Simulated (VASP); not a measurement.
# LiH (Fm-3m) in VASP: a series of runs

Runs on LiH. Level: PBE. Tasks: single point, relaxation of cell and atoms.

Everything below comes from runs of VASP 6.6.1. Logs are shortened: lines on timing, memory, paths and dates and some standing lists are left out, and cuts for length are marked.

## Step 1: The cell of the first run

The structure is cubic, space group Fm-3m (No. 225). The conventional cell has a = 4.006 Å, b = 4.006 Å, c = 4.006 Å, α = 90.00°, β = 90.00°, γ = 90.00°. Within 2.7 Å of Li (site symmetry m-3m) lie 6 H at 2.00 Å. Within 2.7 Å of H (site symmetry m-3m) lie 6 Li at 2.00 Å.

## Step 2: Single point, PBE

Contents of INCAR:

```
  PREC = Accurate
  ENCUT = 750
  EDIFF = 1E-6
  ISMEAR = 0
  SIGMA = 0.02
  LREAL = F
  LASPH = T
  NELM = 120
  ALGO = Normal
  ISIF = 2
  LWAVE = F
  LCHARG = T
  GGA = PE
  LELF = T
  LVHAR = T
  NBANDS = 9
  GGA_COMPAT = F
```

Contents of KPOINTS:

```
regular mesh
0
Gamma
  10 10 10
```

Contents of POSCAR:

```
LiH
1.0
    0.0000000000      2.0031114870      2.0031114870
    2.0031114870      0.0000000000      2.0031114870
    2.0031114870      2.0031114870      0.0000000000
Li H
1 1
Direct
    0.0000000000      0.0000000000      0.0000000000
    0.5000000000      0.5000000000      0.5000000000
```

Potentials or basis: VASP PAW PBE potentials, release 64 (Li_sv, H).

The run is started by

```bash
$ cat potpaw_PBE.64/Li_sv/POTCAR potpaw_PBE.64/H/POTCAR > POTCAR
$ mpirun -np 1 vasp_std > vasp.out
```

OUTCAR:

```text
PREC = Accurate
   ENCUT = 750
   EDIFF = 1E-6
   ISMEAR = 0
   LREAL = F
   LASPH = T
   NELM = 120
   ISIF = 2
   GGA = PE

 ion  position               nearest neighbor table
   1  0.000  0.000  0.000-
   2  0.500  0.500  0.500-

  LATTYP: Found a face centered cubic cell.
 ALAT       =     4.0062229740

  Lattice vectors:

 A1 = (   0.0000000000,   2.0031114870,   2.0031114870)
 A2 = (   2.0031114870,   0.0000000000,   2.0031114870)
 A3 = (   2.0031114870,   2.0031114870,   0.0000000000)

Analysis of symmetry for initial positions (statically):
=====================================================================
 Subroutine PRICEL returns:
 Original cell was already a primitive cell.

 Routine SETGRP: Setting up the symmetry group for a
 face centered cubic supercell.

 Subroutine GETGRP returns: Found 48 space group operations
 (whereof 48 operations were pure point group operations)
 out of a pool of 48 trial point group operations.

The static configuration has the point symmetry O_h .

Analysis of symmetry for dynamics (positions and initial velocities):
=====================================================================
 Subroutine PRICEL returns:
 Original cell was already a primitive cell.

 Routine SETGRP: Setting up the symmetry group for a
 face centered cubic supercell.

 Subroutine GETGRP returns: Found 48 space group operations
 (whereof 48 operations were pure point group operations)
 out of a pool of 48 trial point group operations.

The dynamic configuration has the point symmetry O_h .

 Subroutine INISYM returns: Found 48 space group operations
 (whereof 48 operations are pure point group operations),
 and found     1 'primitive' translations

----------------------------------------------------------------------------------------

                                     Primitive cell

  volume of cell :      16.0748

  direct lattice vectors                    reciprocal lattice vectors
     0.000000000  2.003111487  2.003111487    -0.249611668  0.249611668  0.249611668
     2.003111487  0.000000000  2.003111487     0.249611668 -0.249611668  0.249611668
     2.003111487  2.003111487  0.000000000     0.249611668  0.249611668 -0.249611668

  length of vectors
     2.832827432  2.832827432  2.832827432     0.432340092  0.432340092  0.432340092

  position of ions in fractional coordinates (direct lattice)
     0.000000000  0.000000000  0.000000000
     0.500000000  0.500000000  0.500000000

  ion indices of the primitive-cell ions
   primitive index   ion index
                 1           1
                 2           2

----------------------------------------------------------------------------------------

 KPOINTS: regular mesh

Automatic generation of k-mesh.
 Grid dimensions read from file:
 generate k-points for:   10   10   10

 Generating k-lattice:

  Cartesian coordinates                     Fractional coordinates (reciprocal lattice)
    -0.024961167  0.024961167  0.024961167     0.100000000  0.000000000  0.000000000
     0.024961167 -0.024961167  0.024961167     0.000000000  0.100000000  0.000000000
     0.024961167  0.024961167 -0.024961167     0.000000000  0.000000000  0.100000000

  Length of vectors
     0.043234009  0.043234009  0.043234009

  Shift w.r.t. Gamma in fractional coordinates (k-lattice)
     0.000000000  0.000000000  0.000000000

 Subroutine IBZKPT returns following result:
 ===========================================

 Found     47 irreducible k-points:

 Following reciprocal coordinates:
            Coordinates               Weight
  0.000000  0.000000  0.000000      1.000000
  0.100000  0.000000  0.000000      8.000000
  0.200000  0.000000  0.000000      8.000000
  0.300000  0.000000  0.000000      8.000000
  0.400000  0.000000  0.000000      8.000000
  0.500000  0.000000  0.000000      4.000000
[... 16 lines left out ...]
  0.300000  0.300000  0.000000      6.000000
  0.400000  0.300000  0.000000     24.000000
 [... further k-points ...]
   k-points           NKPTS =     47   k-points in BZ     NKDIM =     47   number of bands    NBANDS=      9
   number of dos      NEDOS =    301   number of ions     NIONS =      2
   total plane-waves  NPLWV =  21952
   dimension x,y,z NGX =    28 NGY =   28 NGZ =   28
   dimension x,y,z NGXF=    56 NGYF=   56 NGZF=   56
   ions per type =               1   1
   NGX,Y,Z   is equivalent  to a cutoff of  16.43, 16.43, 16.43 a.u.
   NGXF,Y,Z  is equivalent  to a cutoff of  32.86, 32.86, 32.86 a.u.
 SYSTEM =  unknown system
   PREC   = accura    normal or accurate (medium, high low for compatibility)
   ISTART =      0    job   : 0-new  1-cont  2-samecut
   ICHARG =      2    charge: 1-file 2-atom 10-const
   ISPIN  =      1    spin polarized calculation?
   LNONCOLLINEAR =      F non collinear calculations
   LSORBIT =      F    spin-orbit coupling
   LASPH  =      T    aspherical Exc in radial PAW
   ENCUT  =  750.0 eV  55.12 Ry    7.42 a.u.   6.33  6.33  6.33*2*pi/ulx,y,z
   NELM   =    120;   NELMIN=  2; NELMDL= -5     # of ELM steps
   EDIFF  = 0.1E-05   stopping-criterion for ELM
   LREAL  =      F    real-space projection
   EDIFFG = 0.1E-04   stopping-criterion for IOM
   NSW    =      0    number of steps for IOM
   IBRION =     -1    ionic relax: 0-MD 1-quasi-New 2-CG
   NFREE  =      0    steps in history (QN), initial steepest desc. (CG)
   ISIF   =      2    stress and relaxation
   ISYM   =      2    0-nonsym 1-usesym 2-fastsym
   POTIM  = 0.5000    time-step for ionic-motion
   TEBEG  =    0.0;   TEEND  =   0.0 temperature during run
   PSTRESS=    0.0 pullay stress
   NELECT =       4.0000    total number of electrons
   NUPDOWN=      -1.0000    fix difference up-down
   EMIN   =  10.00;   EMAX   =-10.00  energy-range for DOS
   EFERMI =   0.00;   METHOD = LEGACY
   ISMEAR =     0;   SIGMA  =   0.02  broadening in eV -4-tet -1-fermi 0-gaus
   EFERMI_NEDOS =   21; number of points for ismear=-14 and -15
   IALGO  =     38    algorithm
   IMIX   =      4    mixing-type and parameters
     AMIX     =   0.40;   BMIX     =  1.00
     AMIX_MAG =   1.60;   BMIX_MAG =  1.00
  volume/ion in A,a.u.               =       8.04        54.24
  Fermi-wavevector in a.u.,A,eV,Ry     =   1.029706  1.945861 14.426168  1.060293
  Thomas-Fermi vector in A             =   2.163767
   LORBIT       =      0    0 simple, 1 ext, 2 COOP (PROOUT), +10 PAW based schemes
   GGA     = PE    functional components
   LHFCALC =     F    Hartree Fock is set to
   AEXX    =    0.0000 exact exchange contribution
   IVDW    =     0    specifies the selected vdW correction
   LEPSILON=     F    determine dielectric tensor
   LRPA    =     F    only Hartree local field effects (RPA)
 non-spin polarized calculation
 Gauss-broadening in eV      SIGMA  =   0.02
  energy-cutoff  :      750.00
  volume of cell :       16.07
 maximum number of plane-waves:       763
 NGX is ok and might be reduce to    28
   NGX = 13   NGY = 13   NGZ = 13

 number of electron       4.0000001 magnetization

 Free energy of the ion-electron system (eV)
  ---------------------------------------------------
  ext. energy  EPLUGINS =         0.00000000
  ---------------------------------------------------
  free energy    TOTEN  =        -6.12688001 eV

  energy without entropy =       -6.12688001  energy(sigma->0) =       -6.12688001

 E-fermi :   0.3679     XC(G=0):  -8.5185

 val. band max:        0.0955610007   @ k =   0.5000   0.5000   0.0000
 cond. band min:       3.0756833906   @ k =   0.5000   0.5000   0.0000
 fundamental gap:      2.9801223899
 Fermi energy:         0.3679293580

 k-point     1 :       0.0000    0.0000    0.0000
  band No.  band energies     occupation
      1     -44.1831      2.00000
      2      -5.3511      2.00000
      3      16.1977      0.00000
      4      18.0060      0.00000
      5      18.0060      0.00000
      6      18.0060      0.00000
      7      22.7246      0.00000
      8      22.7246      0.00000
      9      22.7246      0.00000

 k-point     2 :       0.1000    0.0000    0.0000
  band No.  band energies     occupation
      1     -44.1786      2.00000
      2      -5.1737      2.00000
      3      14.7260      0.00000
      4      17.0083      0.00000
      5      17.6167      0.00000
      6      17.6167      0.00000
      7      22.1562      0.00000
      8      23.5660      0.00000
      9      23.5660      0.00000

 k-point     3 :       0.2000    0.0000    0.0000
  band No.  band energies     occupation
      1     -44.1670      2.00000
      2      -4.6558      2.00000
      3      11.4677      0.00000
      4      15.7370      0.00000
      5      16.9889      0.00000
      6      16.9889      0.00000
      7      22.9996      0.00000
      8      23.3573      0.00000
      9      23.3573      0.00000

 k-point     4 :       0.3000    0.0000    0.0000
  band No.  band energies     occupation
      1     -44.1526      2.00000
      2      -3.8568      2.00000
      3       8.3162      0.00000
      4      14.6921      0.00000
      5      16.6089      0.00000
      6      16.6089      0.00000
      7      21.2855      0.00000
      8      21.2855      0.00000
      9      24.5501      0.00000

 k-point     5 :       0.4000    0.0000    0.0000
  band No.  band energies     occupation
      1     -44.1410      2.00000
      2      -2.9775      2.00000
      3       5.9537      0.00000
      4      14.0094      0.00000
      5      16.5524      0.00000
      6      16.5524      0.00000
      7      19.7808      0.00000
      8      19.7808      0.00000
      9      26.3686      0.00000

 k-point     6 :       0.5000    0.0000    0.0000
  band No.  band energies     occupation
      1     -44.1365      2.00000
      2      -2.5359      2.00000
      3       5.0099      0.00000
      4      13.7735      0.00000
      5      16.6150      0.00000
      6      16.6150      0.00000
      7      19.1910      0.00000
      8      19.1910      0.00000
      9      27.4180      0.00000
[... 169 lines left out ...]
 k-point    21 :      -0.3000    0.2000    0.0000
  band No.  band energies     occupation
      1     -44.1368      2.00000
      2      -2.5781      2.00000
      3       6.9104      0.00000
      4       9.3432      0.00000
      5      15.4520      0.00000
      6      15.8931      0.00000
      7      22.7023      0.00000
      8      25.6991      0.00000
      9      26.5835      0.00000

 k-point    22 :      -0.2000    0.2000    0.0000
  band No.  band energies     occupation
      1     -44.1477      2.00000
      2      -3.5191      2.00000
      3       9.6327      0.00000
      4       9.7676      0.00000
      5      16.1384      0.00000
      6      17.1410      0.00000
      7      21.9227      0.00000
      8      24.0424      0.00000
      9      25.7188      0.00000

 k-point    23 :       0.3000    0.3000    0.0000
  band No.  band energies     occupation
      1     -44.1430      2.00000
      2      -3.1196      2.00000
      3       8.6800      0.00000
      4      12.3491      0.00000
      5      12.3492      0.00000
      6      15.5800      0.00000
      7      17.5521      0.00000
      8      28.6596      0.00000
      9      31.1483      0.00000

 k-point    24 :       0.4000    0.3000    0.0000
  band No.  band energies     occupation
      1     -44.1340      2.00000
      2      -2.2261      2.00000
      3       6.7904      0.00000
      4      10.5796      0.00000
      5      11.9078      0.00000
      6      16.3398      0.00000
      7      17.6653      0.00000
      8      29.6992      0.00000
      9      30.1658      0.00000

 [... further k-points ...]

------------------------ aborting loop because EDIFF is reached ----------------------------------------

  FORCE on cell =-STRESS in cart. coord.  units (eV):
  Direction    XX          YY          ZZ          XY          YZ          ZX
  --------------------------------------------------------------------------------------
  -------------------------------------------------------------------------------------
  Total       -0.0176291     -0.0176291     -0.0176291      0.0000000     -0.0000000     -0.0000000
  in kB       -1.7570961     -1.7570961     -1.7570961      0.0000000     -0.0000000     -0.0000000
  external PRESSURE =      -1.7570961 kB  Pullay stress =       0.0000000 kB

 VOLUME and BASIS-vectors are now :
 -----------------------------------------------------------------------------
  energy-cutoff  :      750.00
  volume of cell :       16.07
      direct lattice vectors                 reciprocal lattice vectors
     0.000000000  2.003111487  2.003111487    -0.249611668  0.249611668  0.249611668
     2.003111487  0.000000000  2.003111487     0.249611668 -0.249611668  0.249611668
     2.003111487  2.003111487  0.000000000     0.249611668  0.249611668 -0.249611668

 POSITION                                       TOTAL-FORCE (eV/Angst)
 -----------------------------------------------------------------------------------
      0.00000      0.00000      0.00000         0.000000      0.000000      0.000000
      2.00311      2.00311      2.00311        -0.000000     -0.000000     -0.000000
 -----------------------------------------------------------------------------------
    total drift:                                0.000000      0.000000      0.000000

  FREE ENERGIE OF THE ION-ELECTRON SYSTEM (eV)
  ---------------------------------------------------
  free  energy   TOTEN  =        -6.1268800130 eV

  energy  without entropy=       -6.1268800130  energy(sigma->0) =       -6.12688001
```

Run time: 10 s. Hardware: 1 thread of Intel Xeon Platinum 8259CL at 2.50GHz (Skylake/Cascade Lake), shared host; peak memory 0.15 GiB.

Results:

* Free energy: -6.1269 eV
* Pressure: -0.2 GPa
* Band gap on the k mesh: 2.98 eV

Levels at points of the mesh, in eV from the valence-band top:
```csv
k point,band 1,band 2,band 3,band 4,band 5
"(0.00, 0.00, 0.00)",-44.28,-5.45,16.10,17.91,17.91
"(0.50, 0.00, 0.00)",-44.23,-2.63,4.91,13.68,16.52
"(0.50, 0.50, 0.00)",-44.22,0.00,2.98,10.83,10.83
```

A k mesh can miss the band edges.

[end of part 1 of 2]
